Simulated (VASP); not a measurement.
Li, 2 atoms in the cell. The structure is cubic, space group Fd-3m (No. 227). The conventional cell has a = 5.708 Å, b = 5.708 Å, c = 5.708 Å, α = 90.00°, β = 90.00°, γ = 90.00°. Within 3.3 Å of Li (site symmetry -43m) lie 4 Li at 2.47 Å. 

- Program: VASP 6.6.1
- Task: single point
- Functional: LDA
- Potentials or basis: VASP PAW LDA potentials, release 64 (Li_sv)
- Cutoff: 520 eV
- k mesh: 11 × 11 × 11
- Occupations: fermi-dirac, width 0.1 eV
- Spin: no spin polarisation
- Dipole correction: no
- Further INCAR settings: ALGO = Normal; EDIFF = 1e-06; NBANDS = 10

Potentials or basis: VASP PAW LDA potentials, release 64 (Li_sv).

The run is started by

```sh
$ cat potpaw_LDA.64/Li_sv/POTCAR > POTCAR
$ mpirun -np 1 vasp_std > vasp.out
```

Hardware: 1 thread of Intel(R) Xeon(R) Platinum 8488C (Sapphire Rapids), with other jobs on the host.

Problem. How long does it take, and how much memory?

Solution. Wall time 16 s on 1 thread of Intel(R) Xeon(R) Platinum 8488C (Sapphire Rapids), with other jobs on the host, peak memory 0.14 GiB. Counts: scf iterations 10, k points 56.
